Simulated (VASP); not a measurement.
Here is a VASP 6.6.1 calculation.

INCAR

```
SYSTEM = Rb3Na
PREC     = Accurate       ! precision mode
ENCUT    = 600            ! plane-wave cutoff, eV
EDIFF    = 1E-7           ! SCF threshold, eV
ISMEAR   = 1              ! smearing method
SIGMA    = 0.02           ! smearing width, eV
LREAL    = .FALSE.        ! projectors in reciprocal space
LASPH    = .TRUE.         ! aspherical terms in the spheres
NELM     = 100            ! most SCF steps
ALGO     = Normal         ! electronic algorithm
ISIF     = 3              ! what is computed and relaxed
LWAVE    = .FALSE.        ! write WAVECAR
LCHARG   = .FALSE.        ! write CHGCAR
GGA      = PS             ! functional
IBRION   = 2              ! ionic algorithm
NSW      = 80             ! ionic steps
EDIFFG   = -0.03          ! ionic threshold
```

KPOINTS

```
Automatic mesh
0
G
  4 4 4
  0 0 0
```

Contents of POSCAR:

```
Rb3Na
1.0
    6.7605980000      0.0000000000      0.0000000000
    0.0000000000      6.7605980000      0.0000000000
    0.0000000000      0.0000000000      6.7605980000
Rb Na
3 1
Direct
    0.0000000000      0.5000000000      0.5000000000
    0.5000000000      0.0000000000      0.5000000000
    0.5000000000      0.5000000000      0.0000000000
    0.0000000000      0.0000000000      0.0000000000
```

Potentials or basis: VASP PAW PBE potentials, release 64 (Rb_sv, Na_pv).

Launch:

```bash
$ cat potpaw_PBE.64/Rb_sv/POTCAR potpaw_PBE.64/Na_pv/POTCAR > POTCAR
$ mpirun -np 1 vasp_std > vasp.out
```

Task: Predict the space group after relaxing (to 0.05 Å).

Result: Pm-3m (No. 221).

Task: Estimate the relaxed volume.

Result: 71.68 Å³/atom.

Task: Predict the relaxed cell.

Result: a = 6.594 Å, b = 6.594 Å, c = 6.594 Å, α = 90.00°, β = 90.00°, γ = 90.00°.

Final structure:
```
Rb Na
1.0
     6.59398    0.00000    0.00000
     0.00000    6.59398    0.00000
     0.00000    0.00000    6.59398
Rb Na
3 1
Cartesian
  0.0000 3.2970 3.2970
  3.2970 0.0000 3.2970
  3.2970 3.2970 0.0000
  0.0000 0.0000 0.0000
```

Caveat: the PAW data sets were made with another functional, which shifts forces and pressure a little.
